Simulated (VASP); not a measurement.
The system is ScAl3N4.

```
CELL_PARAMETERS angstrom
4.50518 0.00000 0.00000
0.00000 4.50518 0.00000
0.00000 0.00000 4.50518
ATOMIC_POSITIONS crystal
Sc 0.00000 0.00000 0.00000
Al 0.50000 0.00000 0.50000
Al 0.00000 0.50000 0.50000
Al 0.50000 0.50000 0.00000
N 0.76000 0.24000 0.76000
N 0.24000 0.76000 0.76000
N 0.24000 0.24000 0.24000
N 0.76000 0.76000 0.24000
```

| Quantity | Value |
| --- | --- |
| Program | VASP 6.6.1 |
| Task | relaxation of cell and atoms |
| Functional | PBE |
| Potentials or basis | VASP PAW PBE potentials, release 64 (Sc_sv, Al, N) |
| Cutoff | 600 eV |
| k mesh | 3 × 3 × 3 |
| Occupations | gaussian, width 0.15 eV |
| Spin | no spin polarisation |

At the start: pressure 10.2 GPa; volume 11.43 Å³/atom.

Task: How do energy, volume and symmetry change on relaxing?

Result: Over 6 steps the energy falls by 246.3 meV/atom and the volume is 11.60 Å³/atom (+1.5 %); space group P-43m (No. 215, to 0.05 Å).

The path:
| step | energy change (eV) | largest force (eV/Å) | pressure (GPa) | volume (Å³) |
| --- | --- | --- | --- | --- |
| 1 | 0.0000 | 5.8185 | 10.18 | 91.44 |
| 2 | -1.1071 | 2.1146 | -13.12 | 101.39 |
| 3 | -1.8680 | 0.3001 | -6.85 | 97.01 |
| 4 | -1.8684 | 0.3794 | -6.62 | 96.90 |
| 5 | -1.9478 | 0.1710 | 3.54 | 91.03 |
| 6 | -1.9704 | 0.0160 | 0.04 | 92.84 |

Final structure:
```
Sc Al N
1.0
     4.52802    0.00000    0.00000
     0.00000    4.52802    0.00000
     0.00000    0.00000    4.52802
Sc Al N
1 3 4
Direct
  0.00000 0.00000 0.00000
  0.50000 0.00000 0.50000
  0.00000 0.50000 0.50000
  0.50000 0.50000 0.00000
  0.73704 0.26296 0.73704
  0.26296 0.73704 0.73704
  0.26296 0.26296 0.26296
  0.73704 0.73704 0.26296
```

Caveat: the k points lie up to 0.46 Å⁻¹ apart in the final cell; the relaxation stopped at a loose force limit of 0.08 eV/Å, so its end isn't a converged minimum.
